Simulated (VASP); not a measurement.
**C18Se: single point with PBE**

The system is C18Se, a slab with vacuum.

```
C Se
1.0
     7.39800    0.00000    0.00000
    -3.69900    6.40686    0.00000
     0.00000    0.00000   12.00000
C Se
18 1
Direct
  0.00044 0.99966 0.07843
  0.22342 0.10966 0.07955
  0.99590 0.33153 0.08261
  0.22074 0.44026 0.10093
  0.00185 0.66766 0.07800
  0.22064 0.77742 0.08435
  0.33355 0.99977 0.08029
  0.55602 0.11084 0.07942
  0.33702 0.33153 0.08335
  0.55511 0.44256 0.07704
  0.33487 0.66801 0.09780
  0.55823 0.77748 0.08279
  0.66743 0.99978 0.07885
  0.88755 0.10975 0.07823
  0.66634 0.33155 0.07578
  0.88884 0.44249 0.07717
  0.66724 0.66767 0.07681
  0.88991 0.77846 0.07553
  0.25971 0.50288 0.27304
```

| Property | Result |
| --- | --- |
| Program | VASP 6.6.1 |
| Task | single point |
| Functional | PBE |
| Potentials or basis | VASP PAW PBE potentials, release 64 (C, Se) |
| Cutoff | 520 eV |
| k mesh | 2 × 2 × 1 |
| Occupations | fermi-dirac, width 0.02 eV |
| Spin | no spin polarisation |
| Dipole correction | no |
| Further INCAR settings | LREAL = Auto; ALGO = Normal; EDIFF = 1e-06; NBANDS = 54 |

```yaml
Largest_force: 0.390 eV/Å
Band_gap_on_the_k_mesh: 0.26 eV, direct
```

Forces in eV/Å, atoms in the order of the input:
```
C   -0.008 -0.017  0.006
C    0.021 -0.016 -0.044
C    0.001 -0.006 -0.013
C    0.015 -0.051 -0.008
C    0.019 -0.014 -0.008
C   -0.005 -0.028  0.045
C   -0.001 -0.023  0.001
C    0.008 -0.009  0.004
C    0.027 -0.013 -0.107
C   -0.001 -0.027 -0.054
C    0.003 -0.034  0.155
C    0.031 -0.018  0.058
C    0.013 -0.029  0.030
C    0.009 -0.021  0.005
C    0.002 -0.024 -0.033
C    0.020 -0.021 -0.023
C   -0.008 -0.011 -0.001
C    0.001  0.001 -0.007
Se  -0.147  0.361 -0.008
```

Levels at points of the mesh, in eV from the valence-band top:
| k point | band 37 | band 38 | band 39 | band 40 | band 41 | band 42 |
| --- | --- | --- | --- | --- | --- | --- |
| (0.00, 0.00, 0.00) | -0.96 | -0.73 | 0.00 | 0.26 | 0.57 | 1.82 |
| (0.50, 0.00, 0.00) | -2.32 | -0.72 | -0.63 | 0.68 | 1.93 | 2.52 |
| (0.00, 0.50, 0.00) | -2.38 | -0.67 | -0.46 | 0.36 | 2.15 | 2.43 |
| (0.50, 0.50, 0.00) | -2.33 | -0.68 | -0.67 | 0.67 | 1.94 | 2.53 |

It took 5.3 min on 1 thread of Intel(R) Xeon(R) Platinum 8259CL CPU @ 2.50GHz (Skylake/Cascade Lake) (shared host), peak memory 0.58 GiB.

Caveat: the k points lie up to 0.49 Å⁻¹ apart.
